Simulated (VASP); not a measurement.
Runs of VASP 6.6.1 on TiAl2. The structure is that of space group Cmmm (No. 65), or close to it. The cells are those of the table. 

```csv
cell,k mesh,cutoff (eV),smearing,gap on the mesh (eV),pressure (GPa),largest force (eV/Å)
"a = 3.901, b = 3.972, c = 6.334 Å, angles 90.0, 72.1, 90.0°, 6 atoms",9 × 9 × 6,520,gaussian 0.1 eV,none,0.1,0.02
"a = 6.329, b = 6.329, c = 3.975 Å, angles 90.0, 90.0, 144.2°, 6 atoms",6 × 6 × 6,520,gaussian 0.1 eV,none,0.3,0.03
"a = 6.340, b = 6.340, c = 3.968 Å, angles 90.0, 90.0, 144.1°, 6 atoms",10 × 10 × 10,520,fermi-dirac 0.15 eV,none,0.1,0.01
"a = 6.340, b = 6.340, c = 3.968 Å, angles 90.0, 90.0, 144.1°, 6 atoms",10 × 10 × 10,500,fermi-dirac 0.15 eV,none,0.1,0.01
"a = 6.391, b = 6.391, c = 4.010 Å, angles 90.0, 90.0, 144.1°, 6 atoms",10 × 10 × 10,520,gaussian 0.1 eV,none,(a),0.01
```

Alike in all rows: task single point; level PBEsol; potentials or basis VASP PAW PBE potentials, release 64 (Ti_sv, Al); no spin polarisation.

Estimate the missing entries.

(a) -2.9.

Caveats: the PAW data sets were made with another functional, which shifts forces and pressure a little.

A gap of «none» marks levels without a gap at the run's occupations.
